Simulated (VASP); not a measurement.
# Ag (I4/mmm) in VASP: single point with LDA

Aim: the single point of Ag with LDA.

All numbers are computed with VASP 6.6.1; they aren't measurements. Logs are shortened: lines on timing, memory, paths and dates and some standing lists are left out, and cuts for length are marked.

### Step 1. The cell of the first run

It takes space group I4/mmm (No. 139, tetragonal). The conventional cell has a = 3.116 Å, b = 3.116 Å, c = 3.739 Å, α = 90.00°, β = 90.00°, γ = 90.00°. Within 3.8 Å of Ag (site symmetry 4/mmm) lie 14 Ag at 2.89 to 3.74 Å.

### Step 2. Single point, LDA

Input file INCAR:

```
PREC = Accurate ; ENCUT = 500
EDIFF = 1E-6 ; ISMEAR = 0
SIGMA = 0.15 ; LREAL = F
LASPH = T ; NELM = 120
ALGO = Normal ; ISIF = 2
LWAVE = F ; LCHARG = F
GGA = CA ; NBANDS = 12
GGA_COMPAT = F
```

Input file KPOINTS:

```
Automatic mesh
0
Gamma
  22 22 22
```

Input file POSCAR:

```
Ag
1.0
   -1.5580300654      1.5580300654      1.8696360784
    1.5580300654     -1.5580300654      1.8696360784
    1.5580300654      1.5580300654     -1.8696360784
Ag
1
Direct
    0.0000000000      0.0000000000      0.0000000000
```

Potentials or basis: VASP PAW LDA potentials, release 64 (Ag).

Command:

```sh
cat potpaw_LDA.64/Ag/POTCAR > POTCAR
mpirun -np 1 vasp_std > vasp.out
```

OUTCAR:

```text
PREC = Accurate
   ENCUT = 500
   EDIFF = 1E-6
   ISMEAR = 0
   LREAL = F
   LASPH = T
   NELM = 120
   ISIF = 2
   GGA = CA

 ion  position               nearest neighbor table
   1  0.000  0.000  0.000-

  LATTYP: Found a body centered tetragonal cell.
 ALAT       =     3.1160601308
 C/A-ratio  =     1.1999999999

  Lattice vectors:

 A1 = (  -1.5580300654,   1.5580300654,   1.8696360784)
 A2 = (   1.5580300654,  -1.5580300654,   1.8696360784)
 A3 = (   1.5580300654,   1.5580300654,  -1.8696360784)

Analysis of symmetry for initial positions (statically):
=====================================================================
 Subroutine PRICEL returns:
 Original cell was already a primitive cell.

 Routine SETGRP: Setting up the symmetry group for a
 body centered tetragonal supercell.

 Subroutine GETGRP returns: Found 16 space group operations
 (whereof 16 operations were pure point group operations)
 out of a pool of 16 trial point group operations.

The static configuration has the point symmetry D_4h.

Analysis of symmetry for dynamics (positions and initial velocities):
=====================================================================
 Subroutine PRICEL returns:
 Original cell was already a primitive cell.

 Routine SETGRP: Setting up the symmetry group for a
 body centered tetragonal supercell.

 Subroutine GETGRP returns: Found 16 space group operations
 (whereof 16 operations were pure point group operations)
 out of a pool of 16 trial point group operations.

The dynamic configuration has the point symmetry D_4h.

 Subroutine INISYM returns: Found 16 space group operations
 (whereof 16 operations are pure point group operations),
 and found     1 'primitive' translations

----------------------------------------------------------------------------------------

                                     Primitive cell

  volume of cell :      18.1538

  direct lattice vectors                    reciprocal lattice vectors
    -1.558030065  1.558030065  1.869636078     0.000000000  0.320918069  0.267431724
     1.558030065 -1.558030065  1.869636078     0.320918069  0.000000000  0.267431724
     1.558030065  1.558030065 -1.869636078     0.320918069  0.320918069  0.000000000

  length of vectors
     2.889715286  2.889715286  2.889715286     0.417741707  0.417741707  0.453846686

  position of ions in fractional coordinates (direct lattice)
     0.000000000  0.000000000  0.000000000

  ion indices of the primitive-cell ions
   primitive index   ion index
                 1           1

----------------------------------------------------------------------------------------

 KPOINTS: Automatic mesh

Automatic generation of k-mesh.
 Grid dimensions read from file:
 generate k-points for:   22   22   22

 Generating k-lattice:

  Cartesian coordinates                     Fractional coordinates (reciprocal lattice)
     0.000000000  0.014587185  0.012155987     0.045454545 -0.000000000  0.000000000
     0.014587185  0.000000000  0.012155987    -0.000000000  0.045454545  0.000000000
     0.014587185  0.014587185  0.000000000     0.000000000  0.000000000  0.045454545

  Length of vectors
     0.018988259  0.018988259  0.020629395

  Shift w.r.t. Gamma in fractional coordinates (k-lattice)
     0.000000000  0.000000000  0.000000000

 Subroutine IBZKPT returns following result:
 ===========================================

 Found    834 irreducible k-points:

 Following reciprocal coordinates:
            Coordinates               Weight
  0.000000  0.000000  0.000000      1.000000
  0.045455  0.000000  0.000000      8.000000
  0.090909  0.000000  0.000000      8.000000
  0.136364  0.000000  0.000000      8.000000
  0.181818  0.000000  0.000000      8.000000
  0.227273  0.000000  0.000000      8.000000
[... 16 lines left out ...]
  0.500000  0.045455  0.000000     16.000000
 -0.454545  0.045455  0.000000     16.000000
 [... further k-points ...]
   k-points           NKPTS =    834   k-points in BZ     NKDIM =    834   number of bands    NBANDS=     12
   number of dos      NEDOS =    301   number of ions     NIONS =      1
   total plane-waves  NPLWV =  13824
   dimension x,y,z NGX =    24 NGY =   24 NGZ =   24
   dimension x,y,z NGXF=    48 NGYF=   48 NGZF=   48
   ions per type =               1
   NGX,Y,Z   is equivalent  to a cutoff of  13.81, 13.81, 13.81 a.u.
   NGXF,Y,Z  is equivalent  to a cutoff of  27.61, 27.61, 27.61 a.u.
 SYSTEM =  unknown system
   PREC   = accura    normal or accurate (medium, high low for compatibility)
   ISTART =      0    job   : 0-new  1-cont  2-samecut
   ICHARG =      2    charge: 1-file 2-atom 10-const
   ISPIN  =      1    spin polarized calculation?
   LNONCOLLINEAR =      F non collinear calculations
   LSORBIT =      F    spin-orbit coupling
   LASPH  =      T    aspherical Exc in radial PAW
   ENCUT  =  500.0 eV  36.75 Ry    6.06 a.u.   5.27  5.27  5.27*2*pi/ulx,y,z
   NELM   =    120;   NELMIN=  2; NELMDL= -5     # of ELM steps
   EDIFF  = 0.1E-05   stopping-criterion for ELM
   LREAL  =      F    real-space projection
   EDIFFG = 0.1E-04   stopping-criterion for IOM
   NSW    =      0    number of steps for IOM
   IBRION =     -1    ionic relax: 0-MD 1-quasi-New 2-CG
   NFREE  =      0    steps in history (QN), initial steepest desc. (CG)
   ISIF   =      2    stress and relaxation
   ISYM   =      2    0-nonsym 1-usesym 2-fastsym
   POTIM  = 0.5000    time-step for ionic-motion
   TEBEG  =    0.0;   TEEND  =   0.0 temperature during run
   PSTRESS=    0.0 pullay stress
   NELECT =      11.0000    total number of electrons
   NUPDOWN=      -1.0000    fix difference up-down
   EMIN   =  10.00;   EMAX   =-10.00  energy-range for DOS
   EFERMI =   0.00;   METHOD = LEGACY
   ISMEAR =     0;   SIGMA  =   0.15  broadening in eV -4-tet -1-fermi 0-gaus
   EFERMI_NEDOS =   21; number of points for ismear=-14 and -15
   IALGO  =     38    algorithm
   IMIX   =      4    mixing-type and parameters
     AMIX     =   0.40;   BMIX     =  1.00
     AMIX_MAG =   1.60;   BMIX_MAG =  1.00
  volume/ion in A,a.u.               =      18.15       122.51
  Fermi-wavevector in a.u.,A,eV,Ry     =   1.385318  2.617871 26.111022  1.919106
  Thomas-Fermi vector in A             =   2.509739
   LORBIT       =      0    0 simple, 1 ext, 2 COOP (PROOUT), +10 PAW based schemes
   GGA     = CA    functional components
   LHFCALC =     F    Hartree Fock is set to
   AEXX    =    0.0000 exact exchange contribution
   IVDW    =     0    specifies the selected vdW correction
   LEPSILON=     F    determine dielectric tensor
   LRPA    =     F    only Hartree local field effects (RPA)
 non-spin polarized calculation
 Gauss-broadening in eV      SIGMA  =   0.15
  energy-cutoff  :      500.00
  volume of cell :       18.15
 maximum number of plane-waves:       475
 NGX is ok and might be reduce to    24
   NGX = 11   NGY = 11   NGZ = 11

 number of electron      10.9999999 magnetization

 Free energy of the ion-electron system (eV)
  ---------------------------------------------------
  ext. energy  EPLUGINS =         0.00000000
  ---------------------------------------------------
  free energy    TOTEN  =        -3.67751963 eV

  energy without entropy =       -3.67418214  energy(sigma->0) =       -3.67585089

 E-fermi :   7.2793     XC(G=0): -12.2176

 val. band max:        7.2706117164   @ k =  -0.0909  -0.4545   0.0455
 cond. band min:       7.2848929693   @ k =   0.5000   0.2273   0.0909
 fundamental gap:      0.0142812529
 Fermi energy:         7.2793238439

 k-point     1 :       0.0000    0.0000    0.0000
  band No.  band energies     occupation
      1      -0.0790      2.00000
      2       2.5400      2.00000
      3       2.5400      2.00000
      4       3.1789      2.00000
      5       3.3356      2.00000
      6       4.0028      2.00000
      7      23.5769      0.00000
      8      25.7739      0.00000
      9      25.7739      0.00000
     10      27.6797      0.00000
     11      30.9657      0.00000
     12      31.1581      0.00000

 k-point     2 :       0.0455    0.0000    0.0000
  band No.  band energies     occupation
      1      -0.0165      2.00000
      2       2.5428      2.00000
      3       2.5556      2.00000
      4       3.1813      2.00000
      5       3.3322      2.00000
      6       3.9921      2.00000
      7      23.5616      0.00000
      8      25.4872      0.00000
      9      25.7979      0.00000
     10      27.3674      0.00000
     11      30.5202      0.00000
     12      31.4693      0.00000

 k-point     3 :       0.0909    0.0000    0.0000
  band No.  band energies     occupation
      1       0.1670      2.00000
      2       2.5511      2.00000
      3       2.5930      2.00000
      4       3.1979      2.00000
      5       3.3255      2.00000
      6       3.9630      2.00000
      7      23.3401      0.00000
      8      24.7078      0.00000
      9      25.8594      0.00000
     10      27.0614      0.00000
     11      29.6282      0.00000
     12      30.6165      0.00000
[... 286 lines left out ...]
 k-point    23 :       0.5000    0.0455    0.0000
  band No.  band energies     occupation
      1       1.3172      2.00000
      2       2.2959      2.00000
      3       3.2205      2.00000
      4       4.1391      2.00000
      5       4.5277      2.00000
      6       7.1751      1.67413
      7      10.7604      0.00000
      8      21.3801      0.00000
      9      22.3694      0.00000
     10      27.1633      0.00000
     11      28.2427      0.00000
     12      29.4495      0.00000

 k-point    24 :      -0.4545    0.0455    0.0000
  band No.  band energies     occupation
      1       1.3402      2.00000
      2       2.3152      2.00000
      3       3.2272      2.00000
      4       4.1204      2.00000
      5       4.4377      2.00000
      6       6.4626      2.00000
      7      11.6721      0.00000
      8      21.5348      0.00000
      9      22.6056      0.00000
     10      26.9970      0.00000
     11      28.1865      0.00000
     12      29.4608      0.00000

 [... further k-points ...]

------------------------ aborting loop because EDIFF is reached ----------------------------------------

  FORCE on cell =-STRESS in cart. coord.  units (eV):
  Direction    XX          YY          ZZ          XY          YZ          ZX
  --------------------------------------------------------------------------------------
  -------------------------------------------------------------------------------------
  Total       -1.3770035     -1.3770035     -1.1800462      0.0000000      0.0000000      0.0000000
  in kB     -121.5281495   -121.5281495   -104.1455817      0.0000000      0.0000000      0.0000000
  external PRESSURE =    -115.7339602 kB  Pullay stress =       0.0000000 kB

 VOLUME and BASIS-vectors are now :
 -----------------------------------------------------------------------------
  energy-cutoff  :      500.00
  volume of cell :       18.15
      direct lattice vectors                 reciprocal lattice vectors
    -1.558030065  1.558030065  1.869636078     0.000000000  0.320918069  0.267431724
     1.558030065 -1.558030065  1.869636078     0.320918069  0.000000000  0.267431724
     1.558030065  1.558030065 -1.869636078     0.320918069  0.320918069  0.000000000

 POSITION                                       TOTAL-FORCE (eV/Angst)
 -----------------------------------------------------------------------------------
      0.00000      0.00000      0.00000         0.000000      0.000000      0.000000
 -----------------------------------------------------------------------------------
    total drift:                                0.000000      0.000000      0.000000

  FREE ENERGIE OF THE ION-ELECTRON SYSTEM (eV)
  ---------------------------------------------------
  free  energy   TOTEN  =        -3.6775196345 eV

  energy  without entropy=       -3.6741821447  energy(sigma->0) =       -3.67585089
```

It took 2.6 min on 1 thread of Intel Xeon 8259CL, shared host; peak memory 0.27 GiB.

Results:

| Property | Result |
| --- | --- |
| Free energy | -3.6775 eV |
| Pressure | -11.6 GPa |
